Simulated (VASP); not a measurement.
The system is MgI2.

```
CELL_PARAMETERS angstrom
2.07868 1.20013 6.89235
-2.07868 1.20013 6.89235
0.00000 -2.40025 6.89235
ATOMIC_POSITIONS crystal
Mg 0.00000 0.00000 0.00000
I 0.25269 0.25269 0.25269
I 0.74731 0.74731 0.74731
```

Base run:

| Quantity | Value |
| --- | --- |
| Program | VASP 6.6.1 |
| Functional | r2SCAN |
| Potentials or basis | VASP PAW PBE potentials, release 64 (Mg, I) |
| Cutoff | 660 eV |
| k mesh | 6 × 6 × 6 |
| Occupations | gaussian, width 0.01 eV |
| Spin | no spin polarisation |

Its results: band gap on the k mesh 3.81 eV (least direct gap 4.24 eV); pressure 0.5 GPa; largest force 0.044 eV/Å.

Question: The run is repeated on the same cell with these changes: functional from r2SCAN to HSE06; cutoff from 660 eV to 520 eV; k mesh from 6 × 6 × 6 to 4 × 4 × 4. What comes out?

Answer: Band gap on the k mesh 4.17 eV (least direct gap 4.62 eV); pressure 0.4 GPa; largest force 0.133 eV/Å.

Several settings changed at once.

Caveats: some runs use coarse meshes; the PAW data sets were made with another functional, which shifts forces and pressure a little; spin-orbit coupling is left out, which moves the levels of the heavy elements.

A k mesh can miss the band edges.
